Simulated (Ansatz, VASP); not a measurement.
**Two plane-wave programs on TeMo2**

```
CELL_PARAMETERS angstrom
4.58987 0.00000 0.00000
-2.29494 3.97495 0.00000
0.00000 0.00000 2.96365
ATOMIC_POSITIONS crystal
Te 0.00000 0.00000 0.00000
Mo 0.66667 0.33333 0.78554
Mo 0.33333 0.66667 0.21446
```

Change from the starting cell: species swapped into the Ti2Re type (P-3m1, No. 164).

Alike in both runs: functional PBE; k mesh 5 × 5 × 6; occupations gaussian, width 0.2 eV; no spin polarisation.

Ansatz relaxed the structure, and its values are those at the end. VASP's run is a single point on that final structure, the one shown.

|  | VASP | Ansatz |
| --- | --- | --- |
| version | VASP 6.6.1 | Ansatz 0.2.0 |
| potentials or method | VASP PAW PBE potentials, release 64 (Te, Mo_sv), cutoff 500 eV | scalar-relativistic, plane waves, PAW |
| valence electrons in the cell | 34 | 44 |

VASP gave:

* gap on the k mesh at the Fermi level (eV): none
* pressure (GPa): -0.1
* rms of the force components (eV/Å): 0.005

Question: What did Ansatz give for the same quantities?

Answer: gap on the k mesh at the Fermi level (eV): none; pressure (GPa): -0.3; rms of the force components (eV/Å): 0.004.

A gap of «none» marks a metal or a gap that the smearing closes. VASP's potentials hold 34 valence electrons a cell and Ansatz's 44, so a difference there can come from the potentials and not from the codes.

Neither program's run includes spin-orbit coupling.
